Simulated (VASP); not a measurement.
The system is Ga4SbP3.

```xyz
8
Lattice="3.9757 0.0000 0.0000 0.0000 3.9757 0.0000 0.0000 0.0000 11.2362" Properties=species:S:1:pos:R:3 pbc="T T T"
P     0.0000    0.0000    2.6541
P     1.9879    1.9879    0.0000
P     0.0000    0.0000    8.5820
Ga    0.0000    1.9879    1.3252
Ga    1.9879    0.0000    9.9109
Ga    0.0000    1.9879    7.2578
Ga    1.9879    0.0000    3.9783
Sb    1.9879    1.9879    5.6181
```

Base run:

```yaml
Program: VASP 6.6.1
Functional: PBE
Potentials_or_basis: VASP PAW PBE potentials, release 64 (P, Ga_d, Sb)
Cutoff: 520 eV
k_mesh: 6 × 6 × 2
Occupations: gaussian, width 0.01 eV
Spin: no spin polarisation
```

Its results: band gap on the k mesh 0.68 eV; pressure 2.3 GPa; largest force 0.066 eV/Å.

Problem. The run is repeated on the same cell with these changes: functional from PBE to r2SCAN; further incar settings from ALGO = Normal; EDIFF = 1e-06; NBANDS = 46 to ALGO = Normal; EDIFF = 1e-07; NBANDS = 46. What comes out?

Solution. Band gap on the k mesh 1.04 eV; pressure 0.0 GPa; largest force 0.011 eV/Å.

Caveats: spin-orbit coupling is left out, which moves the levels of the heavy elements; the PAW data sets were made with another functional, which shifts forces and pressure a little (at least some runs).

A k mesh can miss the band edges.
